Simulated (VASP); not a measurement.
Input of a VASP 6.6.1 run:

The input INCAR:

```
SYSTEM = Si4C5
PREC = Accurate ; ENCUT = 520
EDIFF = 1E-6 ; ISMEAR = 0
SIGMA = 0.05 ; LREAL = .FALSE.
LASPH = .TRUE. ; NELM = 150
ALGO = Normal ; ISIF = 2
LWAVE = .FALSE. ; LCHARG = .FALSE.
ISPIN = 2 ; MAGMOM = 0 0 0 0 0 0 0 0 2
LORBIT = 11 ; LDIPOL = .TRUE.
IDIPOL = 3 ; DIPOL = 0.5 0.5 0.329
GGA = PE ; NBANDS = 32
```

Contents of KPOINTS:

```
Automatic mesh
0
G
  9 6 1
  0 0 0
```

File POSCAR:

```
Si4C5
1.0
    3.0967389835      0.0000000000      0.0000000000
    0.0000000000      4.3794502696      0.0000000000
    0.0000000000      0.0000000000     20.1332068409
Si C
4 5
Direct
    0.5000000000      0.5000000000      0.1986767449
    0.0000000000      0.0000000000      0.2755829975
    0.5000000000      0.4971399929      0.3554907356
    0.0000000000      0.9498903522      0.4168952508
    0.0000000000      0.2500000000      0.1986767449
    0.5000000000      0.7500000000      0.2755829975
    0.0000000000      0.2559423736      0.3541649052
    0.5000000000      0.7547379257      0.4288043583
    0.5000000000      1.4214045924      0.4598987161
```

Potentials or basis: VASP PAW PBE potentials, release 64 (Si, C).

Launch:

```sh
$ cat potpaw_PBE.64/Si/POTCAR potpaw_PBE.64/C/POTCAR > POTCAR
$ mpirun -np 1 vasp_std > vasp.out
```

**Question.** Predict the largest force.

**Answer.** 4.097 eV/Å.

**Question.** Predict the site moments.

**Answer.** Si +0.05, +0.00, +0.01, +0.03; C -0.00, +0.02, +0.03, +0.34 (each value once) μB.

Forces on the atoms (eV/Å):
```
Si   0.000 -2.791  1.447
Si   0.000  0.694 -1.407
Si   0.000 -1.384 -2.010
Si   0.000  3.786  1.146
C    0.000  1.818 -0.229
C    0.000  0.596  0.222
C    0.000 -0.759 -1.419
C    0.000 -3.434  2.235
C    0.000  1.474  0.017
```
